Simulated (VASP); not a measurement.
# MnSi (rocksalt type) in VASP: notebook, part 2 of 2

VASP 6.6.1. The steps go on from the part before.

**3. Electric field gradients, PBE, collinear spin, ferromagnetic start (14.79 Å³/atom)**

This run uses another cell than the first one, of 14.79 Å³/atom.

INCAR

```
SYSTEM = MnSi
PREC = Accurate ; ENCUT = 520
EDIFF = 1E-8 ; ISMEAR = -1
SIGMA = 0.05 ; LREAL = .FALSE.
LASPH = .TRUE. ; NELM = 150
ALGO = Normal ; ISIF = 2
LWAVE = .FALSE. ; LCHARG = .FALSE.
ISPIN = 2 ; MAGMOM = 4 0
LORBIT = 11 ; LMAXMIX = 4
GGA = PE ; LEFG = .TRUE.
NBANDS = 20
```

KPOINTS

```
regular mesh
0
G
  15 15 15
  0 0 0
```

POSCAR

```
MnSi
1.0
    0.0000000000      2.4543739545      2.4543739545
    2.4543739545      0.0000000000      2.4543739545
    2.4543739545      2.4543739545      0.0000000000
Mn Si
1 1
Direct
    0.0000000000      0.0000000000      0.0000000000
    0.5000000000      0.5000000000      0.5000000000
```

Potentials or basis: VASP PAW PBE potentials, release 64 (Mn_pv, Si).

Command:

```bash
cat potpaw_PBE.64/Mn_pv/POTCAR potpaw_PBE.64/Si/POTCAR > POTCAR
mpirun -np 1 vasp_std > vasp.out
```

OUTCAR:

```text
SYSTEM = MnSi
   PREC = Accurate
   ENCUT = 520
   EDIFF = 1E-8
   ISMEAR = -1
   LREAL = .FALSE.
   LASPH = .TRUE.
   NELM = 150
   ISIF = 2
   ISPIN = 2
   LORBIT = 11
   GGA = PE

 ion  position               nearest neighbor table
   1  0.000  0.000  0.000-   2 2.45   2 2.45   2 2.45   2 2.45   2 2.45   2 2.45
   2  0.500  0.500  0.500-   1 2.45   1 2.45   1 2.45   1 2.45   1 2.45   1 2.45

  LATTYP: Found a face centered cubic cell.
 ALAT       =     4.9087479090

  Lattice vectors:

 A1 = (   0.0000000000,   2.4543739545,   2.4543739545)
 A2 = (   2.4543739545,   0.0000000000,   2.4543739545)
 A3 = (   2.4543739545,   2.4543739545,   0.0000000000)

Analysis of symmetry for initial positions (statically):
=====================================================================
 Subroutine PRICEL returns:
 Original cell was already a primitive cell.

 Routine SETGRP: Setting up the symmetry group for a
 face centered cubic supercell.

 Subroutine GETGRP returns: Found 48 space group operations
 (whereof 48 operations were pure point group operations)
 out of a pool of 48 trial point group operations.

The static configuration has the point symmetry O_h .

Analysis of symmetry for dynamics (positions and initial velocities):
=====================================================================
 Subroutine PRICEL returns:
 Original cell was already a primitive cell.

 Routine SETGRP: Setting up the symmetry group for a
 face centered cubic supercell.

 Subroutine GETGRP returns: Found 48 space group operations
 (whereof 48 operations were pure point group operations)
[... 1288 lines left out ...]
  -------------------------------------------------------------------------------------
  Total       -0.5842996     -0.5842996     -0.5842996      0.0000000     -0.0000000      0.0000000
  in kB      -31.6587659    -31.6587659    -31.6587659      0.0000000     -0.0000000      0.0000000
  external PRESSURE =     -31.6587659 kB  Pullay stress =       0.0000000 kB

 VOLUME and BASIS-vectors are now :
 -----------------------------------------------------------------------------
  energy-cutoff  :      520.00
  volume of cell :       29.57
      direct lattice vectors                 reciprocal lattice vectors
     0.000000000  2.454373954  2.454373954    -0.203717938  0.203717938  0.203717938
     2.454373954  0.000000000  2.454373954     0.203717938 -0.203717938  0.203717938
     2.454373954  2.454373954  0.000000000     0.203717938  0.203717938 -0.203717938

 POSITION                                       TOTAL-FORCE (eV/Angst)
 -----------------------------------------------------------------------------------
      0.00000      0.00000      0.00000         0.000000      0.000000      0.000000
      2.45437      2.45437      2.45437         0.000000     -0.000000     -0.000000
 -----------------------------------------------------------------------------------
    total drift:                               -0.000000     -0.000000      0.000000

  FREE ENERGIE OF THE ION-ELECTRON SYSTEM (eV)
  ---------------------------------------------------
  free  energy   TOTEN  =       -14.1449642342 eV

  energy  without entropy=      -14.1330706539  energy(sigma->0) =      -14.13901744

 Electric field gradients (V/A^2)
---------------------------------------------------------------------
 ion       V_xx      V_yy      V_zz      V_xy      V_xz      V_yz
---------------------------------------------------------------------
   1      -0.000    -0.000    -0.000    -0.003    -0.003    -0.003
   2       0.000    -0.000    -0.000     0.000     0.000     0.000
---------------------------------------------------------------------

 Electric field gradients after diagonalization (V/A^2)
 (convention: |V_zz| > |V_xx| > |V_yy|)
----------------------------------------------------------------------
 ion       V_xx      V_yy      V_zz     asymmetry (V_yy - V_xx)/ V_zz
----------------------------------------------------------------------
   1       0.003     0.003    -0.006       0.000
   2      -0.000    -0.000     0.000       0.000
----------------------------------------------------------------------

           NMR quadrupolar parameters

 Cq : quadrupolar parameter    Cq=e*Q*V_zz/h
 eta: asymmetry parameters     (V_yy - V_xx)/ V_zz
 Q  : nuclear electric quadrupole moment in mb (millibarn)
----------------------------------------------------------------------
 ion       Cq(MHz)       eta       Q (mb)
----------------------------------------------------------------------
   1      -0.000       0.000       1.000
   2       0.000       0.000       1.000
----------------------------------------------------------------------

 total charge

# of ion       s       p       d       tot
------------------------------------------
    1        0.317   6.240   5.166  11.724
    2        0.788   0.880   0.000   1.668
--------------------------------------------------
tot          1.106   7.120   5.166  13.392

 magnetization (x)

# of ion       s       p       d       tot
------------------------------------------
    1        0.060   0.009   2.660   2.729
    2       -0.020  -0.098   0.000  -0.118
--------------------------------------------------
tot          0.040  -0.089   2.660   2.611
```

It took 1.7 min on 1 thread of Intel Xeon Platinum 8488C (Sapphire Rapids), shared host; peak memory 0.24 GiB.

What came out:

```yaml
Free_energy: -14.1450 eV
Pressure: -3.2 GPa
Net_moment: 2.63 μB per cell
Site_moments: Mn +2.73; Si -0.12 μB
Largest_electric_field_gradient_by_atom: under 0.05 V/Å² on every atom
Valence_electrons_inside_the_program's_atomic_spheres: Mn 11.72; Si 1.67
```

Caveat: the cell stands under tension.

**4. Electric field gradients, PBE, collinear spin, ferromagnetic start (14.79 Å³/atom)**

This run uses another cell than the first one, of 14.79 Å³/atom.

INCAR

```
  PREC = Accurate
  ENCUT = 520
  EDIFF = 1E-8
  ISMEAR = -1
  SIGMA = 0.05
  LREAL = False
  LASPH = True
  NELM = 150
  ALGO = Normal
  ISIF = 2
  LWAVE = False
  LCHARG = False
  ISPIN = 2
  MAGMOM = 4 0
  LORBIT = 11
  LMAXMIX = 4
  GGA = PE
  LEFG = True
  NBANDS = 20
```

KPOINTS

```
Automatic mesh
0
Gamma
  15 15 15
```

POSCAR is that of step 3.

Potentials or basis: VASP PAW PBE potentials, release 64 (Mn_pv, Si).

Command:

```bash
cat potpaw_PBE.64/Mn_pv/POTCAR potpaw_PBE.64/Si/POTCAR > POTCAR
mpirun -np 1 vasp_std > vasp.out
```

OUTCAR:

```text
PREC = Accurate
   ENCUT = 520
   EDIFF = 1E-8
   ISMEAR = -1
   LREAL = False
   LASPH = True
   NELM = 150
   ISIF = 2
   ISPIN = 2
   LORBIT = 11
   GGA = PE

 ion  position               nearest neighbor table
   1  0.000  0.000  0.000-   2 2.45   2 2.45   2 2.45   2 2.45   2 2.45   2 2.45
   2  0.500  0.500  0.500-   1 2.45   1 2.45   1 2.45   1 2.45   1 2.45   1 2.45

  LATTYP: Found a face centered cubic cell.
 ALAT       =     4.9087479090

  Lattice vectors:

 A1 = (   0.0000000000,   2.4543739545,   2.4543739545)
 A2 = (   2.4543739545,   0.0000000000,   2.4543739545)
 A3 = (   2.4543739545,   2.4543739545,   0.0000000000)

Analysis of symmetry for initial positions (statically):
=====================================================================
 Subroutine PRICEL returns:
 Original cell was already a primitive cell.

 Routine SETGRP: Setting up the symmetry group for a
 face centered cubic supercell.

 Subroutine GETGRP returns: Found 48 space group operations
 (whereof 48 operations were pure point group operations)
 out of a pool of 48 trial point group operations.

The static configuration has the point symmetry O_h .

Analysis of symmetry for dynamics (positions and initial velocities):
=====================================================================
 Subroutine PRICEL returns:
 Original cell was already a primitive cell.

 Routine SETGRP: Setting up the symmetry group for a
 face centered cubic supercell.

 Subroutine GETGRP returns: Found 48 space group operations
[... 1281 lines left out ...]

 [... further k-points ...]
[... 5 lines left out ...]
  --------------------------------------------------------------------------------------
  -------------------------------------------------------------------------------------
  Total       -0.5842996     -0.5842996     -0.5842996      0.0000000     -0.0000000      0.0000000
  in kB      -31.6587659    -31.6587659    -31.6587659      0.0000000     -0.0000000      0.0000000
  external PRESSURE =     -31.6587659 kB  Pullay stress =       0.0000000 kB

 VOLUME and BASIS-vectors are now :
 -----------------------------------------------------------------------------
  energy-cutoff  :      520.00
  volume of cell :       29.57
      direct lattice vectors                 reciprocal lattice vectors
     0.000000000  2.454373954  2.454373954    -0.203717938  0.203717938  0.203717938
     2.454373954  0.000000000  2.454373954     0.203717938 -0.203717938  0.203717938
     2.454373954  2.454373954  0.000000000     0.203717938  0.203717938 -0.203717938

 POSITION                                       TOTAL-FORCE (eV/Angst)
 -----------------------------------------------------------------------------------
      0.00000      0.00000      0.00000         0.000000      0.000000      0.000000
      2.45437      2.45437      2.45437         0.000000     -0.000000     -0.000000
 -----------------------------------------------------------------------------------
    total drift:                               -0.000000     -0.000000      0.000000

  FREE ENERGIE OF THE ION-ELECTRON SYSTEM (eV)
  ---------------------------------------------------
  free  energy   TOTEN  =       -14.1449642342 eV

  energy  without entropy=      -14.1330706539  energy(sigma->0) =      -14.13901744

 Electric field gradients (V/A^2)
---------------------------------------------------------------------
 ion       V_xx      V_yy      V_zz      V_xy      V_xz      V_yz
---------------------------------------------------------------------
   1      -0.000    -0.000    -0.000    -0.003    -0.003    -0.003
   2       0.000    -0.000    -0.000     0.000     0.000     0.000
---------------------------------------------------------------------

 Electric field gradients after diagonalization (V/A^2)
 (convention: |V_zz| > |V_xx| > |V_yy|)
----------------------------------------------------------------------
 ion       V_xx      V_yy      V_zz     asymmetry (V_yy - V_xx)/ V_zz
----------------------------------------------------------------------
   1       0.003     0.003    -0.006       0.000
   2      -0.000    -0.000     0.000       0.000
----------------------------------------------------------------------

           NMR quadrupolar parameters

 Cq : quadrupolar parameter    Cq=e*Q*V_zz/h
 eta: asymmetry parameters     (V_yy - V_xx)/ V_zz
 Q  : nuclear electric quadrupole moment in mb (millibarn)
----------------------------------------------------------------------
 ion       Cq(MHz)       eta       Q (mb)
----------------------------------------------------------------------
   1      -0.000       0.000       1.000
   2       0.000       0.000       1.000
----------------------------------------------------------------------

 total charge

# of ion       s       p       d       tot
------------------------------------------
    1        0.317   6.240   5.166  11.724
    2        0.788   0.880   0.000   1.668
--------------------------------------------------
tot          1.106   7.120   5.166  13.392

 magnetization (x)

# of ion       s       p       d       tot
------------------------------------------
    1        0.060   0.009   2.660   2.729
    2       -0.020  -0.098   0.000  -0.118
--------------------------------------------------
tot          0.040  -0.089   2.660   2.611
```

stdout:

```text
POSCAR found type information on POSCAR MnSi
 POSCAR found :  2 types and       2 ions
 scaLAPACK will be used
 LDA part: xc-table for (Slater+PW92), standard interpolation
 POSCAR, INCAR and KPOINTS ok, starting setup
 FFT: planning ... GRIDC
 FFT: planning ... GRID_SOFT
 FFT: planning ... GRID
 WAVECAR not read
 entering main loop
ion   1

ion   2
```

Wall time 1.8 min (1 thread of Intel Xeon Platinum 8488C (Sapphire Rapids), shared host); peak memory 0.24 GiB.

Results:

| Quantity | Value |
| --- | --- |
| Free energy | -14.1450 eV |
| Pressure | -3.2 GPa |
| Net moment | 2.63 μB per cell |
| Site moments | Mn +2.73; Si -0.12 μB |
| Largest electric field gradient by atom | under 0.05 V/Å² on every atom |
| Valence electrons inside the program's atomic spheres | Mn 11.72; Si 1.67 |

Caveat: the cell stands under tension.
